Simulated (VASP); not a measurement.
## KBr: single point with PBE

KBr, a wire with vacuum:

```
K Br
1.0
    10.40000    0.00000    0.00000
     0.00000    9.30000    0.00000
     0.00000    0.00000    5.42773
K Br
1 1
Direct
  0.43476 0.50000 0.00000
  0.56524 0.50000 0.50000
```

```
Program             : VASP 6.6.1
Task                : single point
Functional          : PBE
Potentials or basis : VASP PAW PBE potentials, release 64 (K_sv, Br)
Cutoff              : 520 eV
k mesh              : 1 × 1 × 12
Occupations         : gaussian, width 0.05 eV
Spin                : collinear spin, ferromagnetic start
Starting moments    : [0.5, 0.5] μB
```

- Largest force: 0.160 eV/Å
- Band gap on the k mesh: 3.84 eV, direct
- Net moment: 0.00 μB per cell
- Valence electrons inside the program's atomic spheres: K 7.56; Br 4.88

Forces on the atoms (eV/Å):
```
K    0.160  0.000  0.000
Br  -0.160  0.000  0.000
```

Levels at points of the mesh, in eV from the valence-band top:
Spin up:
```tsv
k point	band 4	band 5	band 6	band 7	band 8	band 9	band 10	band 11	band 12	band 13
(0.00, 0.00, 0.00)	-12.63	-11.81	-0.20	-0.20	0.00	3.84	5.55	5.69	5.98	6.24
(0.00, 0.00, 0.50)	-12.75	-11.58	-0.47	-0.02	0.00	4.93	5.30	6.42	6.54	6.72
```
Spin down:
| k point | band 4 | band 5 | band 6 | band 7 | band 8 | band 9 | band 10 | band 11 | band 12 | band 13 |
| --- | --- | --- | --- | --- | --- | --- | --- | --- | --- | --- |
| (0.00, 0.00, 0.00) | -12.63 | -11.81 | -0.20 | -0.20 | 0.00 | 3.84 | 5.55 | 5.69 | 5.98 | 6.23 |
| (0.00, 0.00, 0.50) | -12.75 | -11.58 | -0.47 | -0.02 | 0.00 | 4.93 | 5.30 | 6.42 | 6.54 | 6.72 |

Wall time 3.1 min on 1 thread of AMD EPYC 9R45 96-Core Processor (Zen 5), with other jobs on the host, peak memory 0.66 GiB.
